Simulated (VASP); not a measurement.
Crystal: ZnIr2O4.

```xyz
14
Lattice="0.0000 4.3146 4.3146 4.3146 0.0000 4.3146 4.3146 4.3146 0.0000" Properties=species:S:1:pos:R:3 pbc="T T T"
Zn    6.4719    6.4719    6.4719
Zn    4.3146    4.3146    4.3146
Ir    3.2359    3.2359    1.0786
Ir    3.2359    1.0786    3.2359
Ir    1.0786    3.2359    3.2359
Ir    1.0786    1.0786    1.0786
O     5.4884    5.4884    3.1407
O     5.4884    3.1407    5.4884
O     3.1407    5.4884    5.4884
O     3.1407    3.1407    3.1407
O     5.2980    5.2980    7.6457
O     5.2980    7.6457    5.2980
O     7.6457    5.2980    5.2980
O     7.6457    7.6457    7.6457
```

Program: VASP 6.6.1. Alike in all runs: task band structure; no spin polarisation; cell as given; k mesh 6 × 6 × 6; cutoff (eV) 520; smearing gaussian 0.03 eV.

Order these runs on this cell by their pressure, lowest first.
A. level PBE; potentials or basis VASP PAW PBE potentials, release 64 (Zn, Ir, O)
B. level r2SCAN; potentials or basis VASP PAW PBE potentials, release 64 (Zn, Ir, O)
C. level LDA; potentials or basis VASP PAW LDA potentials, release 64 (Zn, Ir, O)

C (-5.6 GPa), B (4.1 GPa), A (8.7 GPa).

Caveats: the cell stands under pressure (at least some runs); the cell stands under tension (at least some runs); the PAW data sets were made with another functional, which shifts forces and pressure a little (at least some runs).
